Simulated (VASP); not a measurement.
AlNi:

```
Al Ni
1.0
     2.88100    0.00000    0.00000
     0.00000    2.88100    0.00000
     0.00000    0.00000    2.88100
Al Ni
1 1
Direct
  0.00000 0.00000 0.00000
  0.50000 0.50000 0.50000
```

* Program: VASP 6.6.1
* Task: relaxation of cell and atoms
* Functional: RPBE
* Potentials or basis: VASP PAW PBE potentials, release 64 (Al, Ni)
* Cutoff: 600 eV
* k mesh: 14 × 14 × 14
* Occupations: gaussian, width 0.1 eV
* Spin: no spin polarisation

At the start: pressure 5.3 GPa; volume 11.96 Å³/atom.

Q: Where does the relaxation end?

A: Over 9 steps the energy falls by 7.7 meV/atom and the volume is 12.39 Å³/atom (+3.6 %); space group Pm-3m (No. 221, to 0.05 Å).

Step by step:
```
step  energy change (eV)  largest force (eV/Å)  pressure (GPa)  volume (Å³)
   1              0.0000                0.0000            5.25        23.91
   2             -0.0108                0.0000           -2.89        25.30
   3             -0.0154                0.0000           -0.32        24.82
   4             -0.0154                0.0000            0.48        24.77
   5             -0.0154                0.0000           -0.24        24.80
   6             -0.0153                0.0000            0.69        24.74
   7             -0.0154                0.0000           -0.11        24.77
   8             -0.0154                0.0000            0.28        24.77
   9             -0.0154                0.0000            0.02        24.77
```

Final structure:
```cif
data_structure
_symmetry_space_group_name_H-M 'P 1'
_symmetry_Int_Tables_number 1
_cell_length_a 2.9151
_cell_length_b 2.9151
_cell_length_c 2.9151
_cell_angle_alpha 90.000
_cell_angle_beta 90.000
_cell_angle_gamma 90.000
_cell_volume 24.77
loop_
_atom_site_label
_atom_site_type_symbol
_atom_site_fract_x
_atom_site_fract_y
_atom_site_fract_z
_atom_site_occupancy
Al1 Al 0.00000 0.00000 0.00000 1
Ni1 Ni 0.50000 0.50000 0.50000 1
```

Caveat: the PAW data sets were made with another functional, which shifts forces and pressure a little.
